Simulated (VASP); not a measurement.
A run of VASP 6.6.1:

File INCAR:

```
SYSTEM = ZnGaN
ALGO = Normal
EDIFF = 1E-6
ENCUT = 520
GGA = PE
ISIF = 2
ISMEAR = 0
LASPH = .TRUE.
LCHARG = .FALSE.
LREAL = .FALSE.
LWAVE = .FALSE.
NBANDS = 22
NELM = 80
PREC = Accurate
SIGMA = 0.1
```

Contents of KPOINTS:

```
k-points
0
G
  6 6 4
  0 0 0
```

POSCAR

```
ZnGaN
1.0
    3.6803643600      0.0000000000      0.0000000000
   -1.8401821800      3.1872890300      0.0000000000
    0.0000000000      0.0000000000      4.4203499100
Zn Ga N
1 1 1
Direct
    0.6666666700      0.3333333300      0.5000000000
    0.3333333300      0.6666666700      0.5000000000
    0.0000000000      0.0000000000      0.0000000000
```

Potentials or basis: VASP PAW PBE potentials, release 64 (Zn, Ga_d, N).

Launch:

```bash
$ cat potpaw_PBE.64/Zn/POTCAR potpaw_PBE.64/Ga_d/POTCAR potpaw_PBE.64/N/POTCAR > POTCAR
$ mpirun -np 1 vasp_std > vasp.out
```

Hardware: 1 thread of AMD EPYC 7R43 64-Core Processor (Zen 3) (shared host).

**Question.** How long does it take, and how much memory?

**Answer.** Wall time 22 s on 1 thread of AMD EPYC 7R43 64-Core Processor (Zen 3), with other jobs on the host, peak memory 0.15 GiB. Counts: scf iterations 13, k points 21.
